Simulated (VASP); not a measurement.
# Li2Se (Fm-3m) in VASP: settings compared

The runs below take Li2Se through single point, with PBE-based screened hybrid with 15 % exact exchange, HSE06.

All numbers are computed with VASP 6.6.1; they aren't measurements. Logs are shortened: lines on timing, memory, paths and dates and some standing lists are left out, and cuts for length are marked.

**1. The cell of the first run**

It takes space group Fm-3m (No. 225, cubic). Conventional cell: a = 5.987 Å, b = 5.987 Å, c = 5.987 Å, α = 90.00°, β = 90.00°, γ = 90.00°. Within 3.4 Å of Li (site symmetry -43m) lie 4 Se at 2.59 Å and 6 Li at 2.99 Å. Se (site symmetry m-3m) has 8 Li at 2.59 Å within 3.4 Å.

**2. Single point, PBE-based screened hybrid with 15 % exact exchange**

Input file POSCAR:

```
Li2Se
1.0
    0.0000000000      2.9934588661      2.9934588661
    2.9934588661      0.0000000000      2.9934588661
    2.9934588661      2.9934588661      0.0000000000
Li Se
2 1
Direct
    0.2500000000      0.2500000000      0.2500000000
    0.7500000000      0.7500000000      0.7500000000
    0.0000000000      0.0000000000      0.0000000000
```

Input file INCAR.step1:

```
SYSTEM = Li2Se
PREC = Accurate
ENCUT = 650
EDIFF = 1E-5
ISMEAR = 0
SIGMA = 0.01
LREAL = .False.
LASPH = .True.
NELM = 120
ALGO = Normal
ISIF = 2
LWAVE = .True.
LCHARG = .False.
NBANDS = 13
GGA = PE
GGA_COMPAT = .False.
```

Input file INCAR.step2:

```
SYSTEM = Li2Se
PREC = Accurate
ENCUT = 650
EDIFF = 1E-6
ISMEAR = 0
SIGMA = 0.01
LREAL = .False.
LASPH = .True.
NELM = 120
ALGO = Normal
ISIF = 2
LWAVE = .False.
LCHARG = .False.
GGA = PE
LHFCALC = .True.
AEXX = 0.15
HFSCREEN = 0.1
PRECFOCK = Normal
NBANDS = 13
ISTART = 1
GGA_COMPAT = .False.
```

Input file KPOINTS:

```
Automatic mesh
0
Gamma
  4 4 4
  0 0 0
```

Potentials or basis: VASP PAW PBE potentials, release 64 (Li_sv, Se).

Command:

```sh
cat potpaw_PBE.64/Li_sv/POTCAR potpaw_PBE.64/Se/POTCAR > POTCAR
cp INCAR.step1 INCAR
mpirun -np 1 vasp_std > vasp.out
cp INCAR.step2 INCAR
mpirun -np 1 vasp_std > vasp.out
```

OUTCAR:

```text
SYSTEM = Li2Se
   PREC = Accurate
   ENCUT = 650
   EDIFF = 1E-6
   ISMEAR = 0
   LREAL = .False.
   LASPH = .True.
   NELM = 120
   ISIF = 2
   GGA = PE
   LHFCALC = .True.
   AEXX = 0.15
   HFSCREEN = 0.1
   PRECFOCK = Normal
   ISTART = 1

 ion  position               nearest neighbor table
   1  0.250  0.250  0.250-   3 2.59   3 2.59   3 2.59   3 2.59
   2  0.750  0.750  0.750-   3 2.59   3 2.59   3 2.59   3 2.59
   3  0.000  0.000  0.000-   1 2.59   2 2.59   2 2.59   2 2.59   2 2.59   1 2.59   1 2.59   1 2.59

  LATTYP: Found a face centered cubic cell.
 ALAT       =     5.9869177322

  Lattice vectors:

 A1 = (   0.0000000000,   2.9934588661,   2.9934588661)
 A2 = (   2.9934588661,   0.0000000000,   2.9934588661)
 A3 = (   2.9934588661,   2.9934588661,   0.0000000000)

Analysis of symmetry for initial positions (statically):
=====================================================================
 Subroutine PRICEL returns:
 Original cell was already a primitive cell.

 Routine SETGRP: Setting up the symmetry group for a
 face centered cubic supercell.

 Subroutine GETGRP returns: Found 48 space group operations
 (whereof 48 operations were pure point group operations)
 out of a pool of 48 trial point group operations.

The static configuration has the point symmetry O_h .

Analysis of symmetry for dynamics (positions and initial velocities):
=====================================================================
 Subroutine PRICEL returns:
 Original cell was already a primitive cell.

 Routine SETGRP: Setting up the symmetry group for a
 face centered cubic supercell.

 Subroutine GETGRP returns: Found 48 space group operations
 (whereof 48 operations were pure point group operations)
 out of a pool of 48 trial point group operations.

The dynamic configuration has the point symmetry O_h .

 Subroutine INISYM returns: Found 48 space group operations
 (whereof 48 operations are pure point group operations),
 and found     1 'primitive' translations

----------------------------------------------------------------------------------------

                                     Primitive cell

  volume of cell :      53.6475

  direct lattice vectors                    reciprocal lattice vectors
     0.000000000  2.993458866  2.993458866    -0.167030857  0.167030857  0.167030857
     2.993458866  0.000000000  2.993458866     0.167030857 -0.167030857  0.167030857
     2.993458866  2.993458866  0.000000000     0.167030857  0.167030857 -0.167030857

  length of vectors
     4.233390127  4.233390127  4.233390127     0.289305931  0.289305931  0.289305931

  position of ions in fractional coordinates (direct lattice)
     0.250000000  0.250000000  0.250000000
     0.750000000  0.750000000  0.750000000
     0.000000000  0.000000000  0.000000000

  ion indices of the primitive-cell ions
   primitive index   ion index
                 1           1
                 2           2
                 3           3

----------------------------------------------------------------------------------------

 KPOINTS: Automatic mesh

Automatic generation of k-mesh.
 Grid dimensions read from file:
 generate k-points for:    4    4    4

 Generating k-lattice:

  Cartesian coordinates                     Fractional coordinates (reciprocal lattice)
    -0.041757714  0.041757714  0.041757714     0.250000000  0.000000000  0.000000000
     0.041757714 -0.041757714  0.041757714     0.000000000  0.250000000  0.000000000
     0.041757714  0.041757714 -0.041757714     0.000000000  0.000000000  0.250000000

  Length of vectors
     0.072326483  0.072326483  0.072326483

  Shift w.r.t. Gamma in fractional coordinates (k-lattice)
     0.000000000  0.000000000  0.000000000

 Subroutine IBZKPT returns following result:
 ===========================================

 Found      8 irreducible k-points:

 Following reciprocal coordinates:
            Coordinates               Weight
  0.000000  0.000000  0.000000      1.000000
  0.250000  0.000000  0.000000      8.000000
  0.500000  0.000000  0.000000      4.000000
  0.250000  0.250000  0.000000      6.000000
  0.500000  0.250000  0.000000     24.000000
 -0.250000  0.250000  0.000000     12.000000
  0.500000  0.500000  0.000000      3.000000
 -0.250000  0.500000  0.250000      6.000000
   k-points           NKPTS =      8   k-points in BZ     NKDIM =     64   number of bands    NBANDS=     13
   number of dos      NEDOS =    301   number of ions     NIONS =      3
   total plane-waves  NPLWV =  46656
   dimension x,y,z NGX =    36 NGY =   36 NGZ =   36
   dimension x,y,z NGXF=    72 NGYF=   72 NGZF=   72
   ions per type =               2   1
   NGX,Y,Z   is equivalent  to a cutoff of  14.14, 14.14, 14.14 a.u.
   NGXF,Y,Z  is equivalent  to a cutoff of  28.27, 28.27, 28.27 a.u.
 SYSTEM =  Li2Se
   PREC   = accura    normal or accurate (medium, high low for compatibility)
   ISTART =      1    job   : 0-new  1-cont  2-samecut
   ICHARG =      0    charge: 1-file 2-atom 10-const
   ISPIN  =      1    spin polarized calculation?
   LNONCOLLINEAR =      F non collinear calculations
   LSORBIT =      F    spin-orbit coupling
   LASPH  =      T    aspherical Exc in radial PAW
   ENCUT  =  650.0 eV  47.77 Ry    6.91 a.u.   8.80  8.80  8.80*2*pi/ulx,y,z
   NELM   =    120;   NELMIN=  2; NELMDL=  0     # of ELM steps
   EDIFF  = 0.1E-05   stopping-criterion for ELM
   LREAL  =      F    real-space projection
   EDIFFG = 0.1E-04   stopping-criterion for IOM
   NSW    =      0    number of steps for IOM
   IBRION =     -1    ionic relax: 0-MD 1-quasi-New 2-CG
   NFREE  =      0    steps in history (QN), initial steepest desc. (CG)
   ISIF   =      2    stress and relaxation
   ISYM   =      3    0-nonsym 1-usesym 2-fastsym
   POTIM  = 0.5000    time-step for ionic-motion
   TEBEG  =    0.0;   TEEND  =   0.0 temperature during run
   PSTRESS=    0.0 pullay stress
   NELECT =      12.0000    total number of electrons
   NUPDOWN=      -1.0000    fix difference up-down
   EMIN   =  10.00;   EMAX   =-10.00  energy-range for DOS
   EFERMI =   0.00;   METHOD = LEGACY
   ISMEAR =     0;   SIGMA  =   0.01  broadening in eV -4-tet -1-fermi 0-gaus
   EFERMI_NEDOS =   21; number of points for ismear=-14 and -15
   IALGO  =     38    algorithm
   IMIX   =      1    mixing-type and parameters
     AMIX     =   0.40;   BMIX     =  1.00
     AMIX_MAG =   1.60;   BMIX_MAG =  1.00
  volume/ion in A,a.u.               =      17.88       120.68
  Fermi-wavevector in a.u.,A,eV,Ry     =   0.993769  1.877950 13.436789  0.987576
  Thomas-Fermi vector in A             =   2.125673
   LORBIT       =      0    0 simple, 1 ext, 2 COOP (PROOUT), +10 PAW based schemes
   GGA     = PE    functional components
   LHFCALC =     T    Hartree Fock is set to
   PRECFOCK=normal    Normal, Fast or Accurate (Low or Medium for compatibility)
   ENCUT4O =  -1.0   cutoff for four orbital integrals eV
   NKREDX  =     1    reduce k-point grid by
   NKREDY  =     1    reduce k-point grid by
   NKREDZ  =     1    reduce k-point grid by
   AEXX    =    0.1500 exact exchange contribution
   HFSCREEN=    0.1000 screening length (either q_TF or 0.3 A-1)
   HFSCREENC=   0.1000 screening length for correlation (either q_TF or 0.3 A-1)
   ENCUTFOCK=  -1.0 apply spherical cutoff to Coloumb kernel
   IVDW    =     0    specifies the selected vdW correction
   LEPSILON=     F    determine dielectric tensor
   LRPA    =     F    only Hartree local field effects (RPA)
 non-spin polarized calculation
 Gauss-broadening in eV      SIGMA  =   0.01
  energy-cutoff  :      650.00
  volume of cell :       53.65
 maximum number of plane-waves:      2044
  NGX = 28; NGY = 28; NGZ = 28

 number of electron      11.9999994 magnetization

 Free energy of the ion-electron system (eV)
  ---------------------------------------------------
  ext. energy  EPLUGINS =         0.00000000
  ---------------------------------------------------
  free energy    TOTEN  =       -12.23380428 eV

  energy without entropy =      -12.23380428  energy(sigma->0) =      -12.23380428

 E-fermi :   0.6984     XC(G=0):  -7.3730

 val. band max:        0.5530829745   @ k =   0.0000   0.0000   0.0000
 cond. band min:       4.2198377164   @ k =   0.5000   0.5000   0.0000
 fundamental gap:      3.6667547419
 Fermi energy:         0.6984117149

 k-point     1 :       0.0000    0.0000    0.0000
  band No.  band energies     occupation
      1     -46.0080      2.00000
      2     -45.9824      2.00000
      3     -11.5295      2.00000
      4       0.5531      2.00000
      5       0.5531      2.00000
      6       0.5531      2.00000
      7       4.7435      0.00000
      8       7.0072      0.00000
      9       7.0072      0.00000
     10       7.0072      0.00000
     11      12.0815      0.00000
     12      12.0815      0.00000
     13      12.4459      0.00000

 k-point     2 :       0.2500    0.0000    0.0000
  band No.  band energies     occupation
      1     -46.0040      2.00000
      2     -45.9860      2.00000
      3     -11.3363      2.00000
      4      -1.3130      2.00000
      5       0.2464      2.00000
      6       0.2464      2.00000
      7       5.9189      0.00000
      8       7.5639      0.00000
      9       7.5639      0.00000
     10       8.3301      0.00000
     11      10.5039      0.00000
     12      10.5039      0.00000
     13      12.9164      0.00000
[... 65 lines left out ...]
 k-point     7 :       0.5000    0.5000    0.0000
  band No.  band energies     occupation
      1     -45.9990      2.00000
      2     -45.9902      2.00000
      3     -10.9945      2.00000
      4      -1.9036      2.00000
      5      -0.9801      2.00000
      6      -0.9801      2.00000
      7       4.2198      0.00000
      8       7.5684      0.00000
      9      11.9285      0.00000
     10      11.9285      0.00000
     11      13.1019      0.00000
     12      13.3895      0.00000
     13      13.3895      0.00000

 k-point     8 :      -0.2500    0.5000    0.2500
  band No.  band energies     occupation
      1     -45.9945      2.00000
      2     -45.9945      2.00000
      3     -10.9865      2.00000
      4      -1.4866      2.00000
      5      -1.4866      2.00000
      6      -1.3023      2.00000
      7       6.4581      0.00000
      8       7.8444      0.00000
      9       9.5186      0.00000
     10       9.5186      0.00000
     11      12.7152      0.00000
     12      12.7152      0.00000
     13      13.6293      0.00000

------------------------ aborting loop because EDIFF is reached ----------------------------------------

  FORCE on cell =-STRESS in cart. coord.  units (eV):
  Direction    XX          YY          ZZ          XY          YZ          ZX
  --------------------------------------------------------------------------------------
  -------------------------------------------------------------------------------------
  Total       -0.0822719     -0.0822719     -0.0822719      0.0000000      0.0000000     -0.0000000
  in kB       -2.4570402     -2.4570402     -2.4570402      0.0000000      0.0000000     -0.0000000
  external PRESSURE =      -2.4570402 kB  Pullay stress =       0.0000000 kB

 VOLUME and BASIS-vectors are now :
 -----------------------------------------------------------------------------
  energy-cutoff  :      650.00
  volume of cell :       53.65
      direct lattice vectors                 reciprocal lattice vectors
     0.000000000  2.993458866  2.993458866    -0.167030857  0.167030857  0.167030857
     2.993458866  0.000000000  2.993458866     0.167030857 -0.167030857  0.167030857
     2.993458866  2.993458866  0.000000000     0.167030857  0.167030857 -0.167030857

 POSITION                                       TOTAL-FORCE (eV/Angst)
 -----------------------------------------------------------------------------------
      1.49673      1.49673      1.49673        -0.000000     -0.000000     -0.000000
      4.49019      4.49019      4.49019        -0.000000      0.000000      0.000000
      0.00000      0.00000      0.00000         0.000000      0.000000      0.000000
 -----------------------------------------------------------------------------------
    total drift:                               -0.000000     -0.000000     -0.000000

  FREE ENERGIE OF THE ION-ELECTRON SYSTEM (eV)
  ---------------------------------------------------
  free  energy   TOTEN  =       -12.2338042751 eV

  energy  without entropy=      -12.2338042751  energy(sigma->0) =      -12.23380428
```

It took 4.4 min on 1 thread of Intel Xeon Platinum 8375C at 2.90GHz (Ice Lake), shared host; peak memory 0.32 GiB.

What came out:

| Item | Value |
| --- | --- |
| Free energy | -12.2338 eV |
| Pressure | -0.2 GPa |
| Band gap on the k mesh | 3.67 eV (least direct gap 4.19 eV) |

Caveat: the k points lie up to 0.45 Å⁻¹ apart; the PAW data sets were made with another functional, which shifts forces and pressure a little.

**3. Single point, HSE06**

POSCAR is that of step 2.

Input file INCAR.step1:

```
SYSTEM = Li2Se
PREC     = Accurate       ! precision mode
ENCUT    = 650            ! plane-wave cutoff, eV
EDIFF    = 1E-5           ! SCF threshold, eV
ISMEAR   = 1              ! smearing method
SIGMA    = 0.001          ! smearing width, eV
LREAL    = .False.        ! projectors in reciprocal space
LASPH    = .True.         ! aspherical terms in the spheres
NELM     = 120            ! most SCF steps
ALGO     = Normal         ! electronic algorithm
ISIF     = 2              ! what is computed and relaxed
LWAVE    = .True.         ! write WAVECAR
LCHARG   = .False.        ! write CHGCAR
NBANDS   = 13             ! bands
GGA      = PE             ! functional
GGA_COMPAT= .False.
```

Input file INCAR.step2:

```
SYSTEM = Li2Se
PREC     = Accurate       ! precision mode
ENCUT    = 650            ! plane-wave cutoff, eV
EDIFF    = 1E-6           ! SCF threshold, eV
ISMEAR   = 1              ! smearing method
SIGMA    = 0.001          ! smearing width, eV
LREAL    = .False.        ! projectors in reciprocal space
LASPH    = .True.         ! aspherical terms in the spheres
NELM     = 120            ! most SCF steps
ALGO     = Normal         ! electronic algorithm
ISIF     = 2              ! what is computed and relaxed
LWAVE    = .False.        ! write WAVECAR
LCHARG   = .False.        ! write CHGCAR
GGA      = PE             ! functional
LHFCALC  = .True.         ! exact exchange
HFSCREEN = 0.2079         ! screening, 1/A
PRECFOCK = Normal       
NBANDS   = 13             ! bands
ISTART   = 1            
GGA_COMPAT= .False.
```

Input file KPOINTS:

```
regular mesh
0
Gamma
  4 4 4
  0 0 0
```

Potentials or basis: VASP PAW PBE potentials, release 64 (Li_sv, Se).

Command:

```sh
cat potpaw_PBE.64/Li_sv/POTCAR potpaw_PBE.64/Se/POTCAR > POTCAR
cp INCAR.step1 INCAR
mpirun -np 1 vasp_std > vasp.out
cp INCAR.step2 INCAR
mpirun -np 1 vasp_std > vasp.out
```

OUTCAR:

```text
SYSTEM = Li2Se
   PREC = Accurate
   ENCUT = 650
   EDIFF = 1E-6
   ISMEAR = 1
   LREAL = .False.
   LASPH = .True.
   NELM = 120
   ISIF = 2
   GGA = PE
   LHFCALC = .True.
   HFSCREEN = 0.2079
   PRECFOCK = Normal
   ISTART = 1

 ion  position               nearest neighbor table
   1  0.250  0.250  0.250-   3 2.59   3 2.59   3 2.59   3 2.59
   2  0.750  0.750  0.750-   3 2.59   3 2.59   3 2.59   3 2.59
   3  0.000  0.000  0.000-   1 2.59   2 2.59   2 2.59   2 2.59   2 2.59   1 2.59   1 2.59   1 2.59

  LATTYP: Found a face centered cubic cell.
[... 311 lines left out ...]

  FORCE on cell =-STRESS in cart. coord.  units (eV):
  Direction    XX          YY          ZZ          XY          YZ          ZX
  --------------------------------------------------------------------------------------
  -------------------------------------------------------------------------------------
  Total       -0.1597898     -0.1597898     -0.1597898      0.0000000      0.0000000      0.0000000
  in kB       -4.7721028     -4.7721028     -4.7721028      0.0000000      0.0000000      0.0000000
  external PRESSURE =      -4.7721028 kB  Pullay stress =       0.0000000 kB

 VOLUME and BASIS-vectors are now :
 -----------------------------------------------------------------------------
  energy-cutoff  :      650.00
  volume of cell :       53.65
      direct lattice vectors                 reciprocal lattice vectors
     0.000000000  2.993458866  2.993458866    -0.167030857  0.167030857  0.167030857
     2.993458866  0.000000000  2.993458866     0.167030857 -0.167030857  0.167030857
     2.993458866  2.993458866  0.000000000     0.167030857  0.167030857 -0.167030857

 POSITION                                       TOTAL-FORCE (eV/Angst)
 -----------------------------------------------------------------------------------
      1.49673      1.49673      1.49673         0.000000      0.000000      0.000000
      4.49019      4.49019      4.49019        -0.000000     -0.000000     -0.000000
      0.00000      0.00000      0.00000        -0.000000     -0.000000     -0.000000
 -----------------------------------------------------------------------------------
    total drift:                                0.000000     -0.000000     -0.000000

  FREE ENERGIE OF THE ION-ELECTRON SYSTEM (eV)
  ---------------------------------------------------
  free  energy   TOTEN  =       -12.5553126116 eV

  energy  without entropy=      -12.5553126116  energy(sigma->0) =      -12.55531261
```

It took 5.6 min on 1 thread of Intel Xeon Platinum 8375C at 2.90GHz (Ice Lake), shared host; peak memory 0.31 GiB.

What came out:

```yaml
Free_energy: -12.5553 eV
Pressure: -0.5 GPa
Band_gap_on_the_k_mesh: 3.83 eV (least direct gap 4.39 eV)
```

Caveat: the k points lie up to 0.45 Å⁻¹ apart; the PAW data sets were made with another functional, which shifts forces and pressure a little.
